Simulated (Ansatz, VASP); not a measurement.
One calculation of Hf, two programs

POSCAR

```
Hf
1.0
   -1.7710034344      1.7710034344      1.7710034344
    1.7710034344     -1.7710034344      1.7710034344
    1.7710034344      1.7710034344     -1.7710034344
Hf
1
Direct
    0.0000000000      0.0000000000      0.0000000000
```

Contents of INCAR.step1:

```
SYSTEM = Hf
PREC = Accurate ; ENCUT = 520
ISMEAR = -1 ; SIGMA = 0.1
LREAL = .False. ; LASPH = .True.
NELM = 100 ; NBANDS = 11
GGA = PE ; ALGO = Normal
EDIFF = 1E-4 ; LWAVE = .True.
LCHARG = .False.
```

Contents of INCAR.step2:

```
SYSTEM = Hf
PREC = Accurate ; ENCUT = 520
EDIFF = 1E-6 ; ISMEAR = -1
SIGMA = 0.1 ; LREAL = .False.
LASPH = .True. ; NELM = 100
ALGO = Normal ; ISIF = 2
LWAVE = .False. ; LCHARG = .False.
METAGGA = R2SCAN ; LMIXTAU = .True.
NBANDS = 11 ; ISTART = 1
```

The input KPOINTS:

```
Automatic mesh
0
Gamma
  14 14 14
  0 0 0
```

Input for Ansatz:

```yaml
crystal:
  lattice:
    - [-1.7710034344, 1.7710034344, 1.7710034344]
    - [1.7710034344, -1.7710034344, 1.7710034344]
    - [1.7710034344, 1.7710034344, -1.7710034344]
  atoms:
    - { symbol: Hf, position: [0.0, 0.0, 0.0] }
hamiltonian:
  xc: r2scan
  pseudopotentials:
    kind: paw
    azcp:
      Hf: "pseudopotentials/Hf.paw.azcp"
basis:
  ecutwfc: 500
  fft_grid_basis: typed
kpoints:
  mp_grid: { grid: [14, 14, 14], shift: [0, 0, 0] }
magnetization:
  spin_polarized: false
scf:
  occupations: { method: fermi_dirac, width: 0.1 }
  lower_state_search: "off"
output:
  stress: true
  write_density: true
  write_potential: true
  elf: true
  volumetric_format: npy
```

Alike in both runs: task single point; functional r2SCAN; k mesh 14 × 14 × 14; occupations fermi-dirac, width 0.1 eV; no spin polarisation.

|  | VASP | Ansatz |
| --- | --- | --- |
| version | VASP 6.6.1 | Ansatz 0.2.0 |
| potentials or method | VASP PAW PBE potentials, release 64 (Hf_pv), cutoff 520 eV | plane waves (500 eV) with PAW, scalar-relativistic |
| valence electrons in the cell | 10 | 26 |

|  | VASP | Ansatz | Ansatz less VASP |
| --- | --- | --- | --- |
| pressure (GPa) | -0.4 | 0.0 | +0.41 |

VASP's potentials were made for PBE, not for r2SCAN. VASP's potentials hold 10 valence electrons a cell and Ansatz's 26, so a difference there can come from the potentials and not from the codes.

Spin-orbit coupling is off throughout.
